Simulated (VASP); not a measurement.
# Ru (Fm-3m) in VASP: a series of runs

The runs below take Ru through single point, relaxation of cell and atoms, with PBE.

Program: VASP 6.6.1. These are calculated values, not measurements. Logs are shortened: lines on timing, memory, paths and dates and some standing lists are left out, and cuts for length are marked.

### 1 The cell of the first run

It takes space group Fm-3m (No. 225, cubic). Conventional cell: a = 3.810 Å, b = 3.810 Å, c = 3.810 Å, α = 90.00°, β = 90.00°, γ = 90.00°. Within 3.6 Å of Ru (site symmetry m-3m) lie 12 Ru at 2.69 Å.

### 2 Single point, PBE

Input file INCAR:

```
  PREC = Accurate
  ENCUT = 520
  EDIFF = 1E-6
  ISMEAR = 0
  SIGMA = 0.1
  LREAL = False
  LASPH = True
  NELM = 60
  ALGO = Fast
  ISIF = 2
  LWAVE = False
  LCHARG = False
  GGA = PE
  NBANDS = 13
```

Input file KPOINTS:

```
regular mesh
0
Gamma
  18 18 18
```

Input file POSCAR:

```
Ru
1.0
    0.0000000000      1.9050840393      1.9050840393
    1.9050840393      0.0000000000      1.9050840393
    1.9050840393      1.9050840393      0.0000000000
Ru
1
Direct
    0.0000000000      0.0000000000      0.0000000000
```

Potentials or basis: VASP PAW PBE potentials, release 64 (Ru_pv).

Command:

```
$ cat potpaw_PBE.64/Ru_pv/POTCAR > POTCAR
$ mpirun -np 1 vasp_std > vasp.out
```

OUTCAR:

```text
PREC = Accurate
   ENCUT = 520
   EDIFF = 1E-6
   ISMEAR = 0
   LREAL = False
   LASPH = True
   NELM = 60
   ISIF = 2
   GGA = PE

 ion  position               nearest neighbor table
   1  0.000  0.000  0.000-

  LATTYP: Found a face centered cubic cell.
 ALAT       =     3.8101680786

  Lattice vectors:

 A1 = (   0.0000000000,   1.9050840393,   1.9050840393)
 A2 = (   1.9050840393,   0.0000000000,   1.9050840393)
 A3 = (   1.9050840393,   1.9050840393,   0.0000000000)

Analysis of symmetry for initial positions (statically):
=====================================================================
 Subroutine PRICEL returns:
 Original cell was already a primitive cell.

 Routine SETGRP: Setting up the symmetry group for a
 face centered cubic supercell.

 Subroutine GETGRP returns: Found 48 space group operations
 (whereof 48 operations were pure point group operations)
 out of a pool of 48 trial point group operations.

The static configuration has the point symmetry O_h .

Analysis of symmetry for dynamics (positions and initial velocities):
=====================================================================
 Subroutine PRICEL returns:
 Original cell was already a primitive cell.

 Routine SETGRP: Setting up the symmetry group for a
 face centered cubic supercell.

 Subroutine GETGRP returns: Found 48 space group operations
 (whereof 48 operations were pure point group operations)
 out of a pool of 48 trial point group operations.

The dynamic configuration has the point symmetry O_h .

 Subroutine INISYM returns: Found 48 space group operations
 (whereof 48 operations are pure point group operations),
 and found     1 'primitive' translations

----------------------------------------------------------------------------------------

                                     Primitive cell

  volume of cell :      13.8284

  direct lattice vectors                    reciprocal lattice vectors
     0.000000000  1.905084039  1.905084039    -0.262455613  0.262455613  0.262455613
     1.905084039  0.000000000  1.905084039     0.262455613 -0.262455613  0.262455613
     1.905084039  1.905084039  0.000000000     0.262455613  0.262455613 -0.262455613

  length of vectors
     2.694195686  2.694195686  2.694195686     0.454586457  0.454586457  0.454586457

  position of ions in fractional coordinates (direct lattice)
     0.000000000  0.000000000  0.000000000

  ion indices of the primitive-cell ions
   primitive index   ion index
                 1           1

[... 83 lines left out ...]
   NUPDOWN=      -1.0000    fix difference up-down
   EMIN   =  10.00;   EMAX   =-10.00  energy-range for DOS
   EFERMI =   0.00;   METHOD = LEGACY
   ISMEAR =     0;   SIGMA  =   0.10  broadening in eV -4-tet -1-fermi 0-gaus
   EFERMI_NEDOS =   21; number of points for ismear=-14 and -15
   IALGO  =     68    algorithm
   IMIX   =      4    mixing-type and parameters
     AMIX     =   0.40;   BMIX     =  1.00
     AMIX_MAG =   1.60;   BMIX_MAG =  1.00
  volume/ion in A,a.u.               =      13.83        93.32
  Fermi-wavevector in a.u.,A,eV,Ry     =   1.643842  3.106411 36.765882  2.702216
  Thomas-Fermi vector in A             =   2.733908
   LORBIT       =      0    0 simple, 1 ext, 2 COOP (PROOUT), +10 PAW based schemes
   GGA     = PE    functional components
   LHFCALC =     F    Hartree Fock is set to
   AEXX    =    0.0000 exact exchange contribution
   IVDW    =     0    specifies the selected vdW correction
   LEPSILON=     F    determine dielectric tensor
   LRPA    =     F    only Hartree local field effects (RPA)
 non-spin polarized calculation
 RMM-DIIS sequential band-by-band and
 Gauss-broadening in eV      SIGMA  =   0.10
  energy-cutoff  :      520.00
  volume of cell :       13.83
 maximum number of plane-waves:       388
   NGX =  9   NGY =  9   NGZ =  9

 number of electron      14.0000002 magnetization

 Free energy of the ion-electron system (eV)
  ---------------------------------------------------
  ext. energy  EPLUGINS =         0.00000000
  ---------------------------------------------------
  free energy    TOTEN  =        -9.12579130 eV

  energy without entropy =       -9.12070079  energy(sigma->0) =       -9.12324604

 E-fermi :  12.3891     XC(G=0): -14.0041

 val. band max:       12.3732669638   @ k =   0.3333   0.2778   0.0000
 cond. band min:      12.3959077469   @ k =   0.1667   0.0556   0.0000
 fundamental gap:      0.0226407830
 Fermi energy:        12.3891078371

 k-point     1 :       0.0000    0.0000    0.0000
  band No.  band energies     occupation
      1     -29.9972      2.00000
      2     -29.9972      2.00000
      3     -29.9972      2.00000
      4       4.6269      2.00000
      5       9.9174      2.00000
      6       9.9174      2.00000
      7       9.9174      2.00000
      8      12.2981      1.80178
      9      12.2981      1.80178
     10      22.9909      0.00000
     11      27.4959      0.00000
     12      33.1351      0.00000
     13      33.1351      0.00000
[... 354 lines left out ...]
  band No.  band energies     occupation
      1     -30.4855      2.00000
      2     -30.0950      2.00000
      3     -30.0509      2.00000
      4       6.5105      2.00000
      5       9.4554      2.00000
      6      10.3311      2.00000
      7      10.4015      2.00000
      8      12.0454      2.00000
      9      12.8334      0.00000
     10      22.9907      0.00000
     11      27.8611      0.00000
     12      29.8476      0.00000
     13      35.3294      0.00000

 [... further k-points ...]

------------------------ aborting loop because EDIFF is reached ----------------------------------------

  FORCE on cell =-STRESS in cart. coord.  units (eV):
  Direction    XX          YY          ZZ          XY          YZ          ZX
  --------------------------------------------------------------------------------------
  -------------------------------------------------------------------------------------
  Total       -0.0164577     -0.0164577     -0.0164577     -0.0000000     -0.0000000      0.0000000
  in kB       -1.9068112     -1.9068112     -1.9068112     -0.0000000     -0.0000000      0.0000000
  external PRESSURE =      -1.9068112 kB  Pullay stress =       0.0000000 kB

 VOLUME and BASIS-vectors are now :
 -----------------------------------------------------------------------------
  energy-cutoff  :      520.00
  volume of cell :       13.83
      direct lattice vectors                 reciprocal lattice vectors
     0.000000000  1.905084039  1.905084039    -0.262455613  0.262455613  0.262455613
     1.905084039  0.000000000  1.905084039     0.262455613 -0.262455613  0.262455613
     1.905084039  1.905084039  0.000000000     0.262455613  0.262455613 -0.262455613

 POSITION                                       TOTAL-FORCE (eV/Angst)
 -----------------------------------------------------------------------------------
      0.00000      0.00000      0.00000        -0.000000      0.000000      0.000000
 -----------------------------------------------------------------------------------
    total drift:                                0.000000     -0.000000      0.000000

  FREE ENERGIE OF THE ION-ELECTRON SYSTEM (eV)
  ---------------------------------------------------
  free  energy   TOTEN  =        -9.1257912966 eV

  energy  without entropy=       -9.1207007875  energy(sigma->0) =       -9.12324604
```

Run time: 21 s. Hardware: 1 thread of Intel Xeon 6975P-C (Granite Rapids), shared host; peak memory 0.14 GiB.

What came out:

```yaml
Free_energy: -9.1258 eV
Pressure: -0.2 GPa
Band_gap_on_the_k_mesh: zero (band 7 reaches 14.62 eV, above the bottom of band 8 at 11.28 eV)
```

### 3 Single point, PBE

Input file INCAR:

```
PREC = Accurate
ENCUT = 520
EDIFF = 1E-6
ISMEAR = 0
SIGMA = 0.15
LREAL = F
LASPH = T
NELM = 60
ALGO = Fast
ISIF = 2
LWAVE = F
LCHARG = F
GGA = PE
NBANDS = 13
```

Input file KPOINTS:

```
regular mesh
0
Gamma
  20 20 20
```

POSCAR is that of step 2.

Potentials or basis: VASP PAW PBE potentials, release 64 (Ru_pv).

Command:

```
$ cat potpaw_PBE.64/Ru_pv/POTCAR > POTCAR
$ mpirun -np 1 vasp_std > vasp.out
```

OUTCAR:

```text
PREC = Accurate
   ENCUT = 520
   EDIFF = 1E-6
   ISMEAR = 0
   LREAL = F
   LASPH = T
   NELM = 60
   ISIF = 2
   GGA = PE

 ion  position               nearest neighbor table
   1  0.000  0.000  0.000-

  LATTYP: Found a face centered cubic cell.
 ALAT       =     3.8101680786

  Lattice vectors:

 A1 = (   0.0000000000,   1.9050840393,   1.9050840393)
 A2 = (   1.9050840393,   0.0000000000,   1.9050840393)
 A3 = (   1.9050840393,   1.9050840393,   0.0000000000)

Analysis of symmetry for initial positions (statically):
=====================================================================
 Subroutine PRICEL returns:
 Original cell was already a primitive cell.

 Routine SETGRP: Setting up the symmetry group for a
 face centered cubic supercell.

 Subroutine GETGRP returns: Found 48 space group operations
 (whereof 48 operations were pure point group operations)
 out of a pool of 48 trial point group operations.

The static configuration has the point symmetry O_h .

Analysis of symmetry for dynamics (positions and initial velocities):
[... 170 lines left out ...]
      4       4.6267      2.00000
      5       9.9145      2.00000
      6       9.9145      2.00000
      7       9.9145      2.00000
      8      12.2959      1.80273
      9      12.2959      1.80273
     10      22.9844      0.00000
     11      27.4938      0.00000
     12      33.1362      0.00000
     13      33.1362      0.00000
[... 354 lines left out ...]
  band No.  band energies     occupation
      1     -30.8408      2.00000
      2     -30.1422      2.00000
      3     -30.1085      2.00000
      4       6.7250      2.00000
      5       9.9495      2.00000
      6      10.0468      2.00000
      7      11.2685      2.00000
      8      13.1997      0.00000
      9      13.9891      0.00000
     10      22.9832      0.00000
     11      24.6159      0.00000
     12      28.2550      0.00000
     13      34.1962      0.00000

 [... further k-points ...]

------------------------ aborting loop because EDIFF is reached ----------------------------------------

  FORCE on cell =-STRESS in cart. coord.  units (eV):
  Direction    XX          YY          ZZ          XY          YZ          ZX
  --------------------------------------------------------------------------------------
  -------------------------------------------------------------------------------------
  Total        0.0137468      0.0137468      0.0137468      0.0000000      0.0000000      0.0000000
  in kB        1.5927200      1.5927200      1.5927200      0.0000000      0.0000000      0.0000000
  external PRESSURE =       1.5927200 kB  Pullay stress =       0.0000000 kB

 VOLUME and BASIS-vectors are now :
 -----------------------------------------------------------------------------
  energy-cutoff  :      520.00
  volume of cell :       13.83
      direct lattice vectors                 reciprocal lattice vectors
     0.000000000  1.905084039  1.905084039    -0.262455613  0.262455613  0.262455613
     1.905084039  0.000000000  1.905084039     0.262455613 -0.262455613  0.262455613
     1.905084039  1.905084039  0.000000000     0.262455613  0.262455613 -0.262455613

 POSITION                                       TOTAL-FORCE (eV/Angst)
 -----------------------------------------------------------------------------------
      0.00000      0.00000      0.00000         0.000000     -0.000000      0.000000
 -----------------------------------------------------------------------------------
    total drift:                                0.000000      0.000000      0.000000

  FREE ENERGIE OF THE ION-ELECTRON SYSTEM (eV)
  ---------------------------------------------------
  free  energy   TOTEN  =        -9.1252519883 eV

  energy  without entropy=       -9.1105260756  energy(sigma->0) =       -9.11788903
```

Wall time 31 s (1 thread of Intel Xeon 6975P-C (Granite Rapids), shared host); peak memory 0.15 GiB.

Results:

- Free energy: -9.1253 eV
- Pressure: 0.2 GPa
- Band gap on the k mesh: zero (band 7 reaches 14.62 eV, above the bottom of band 8 at 11.11 eV)

(Continued in part 2 of 2.)
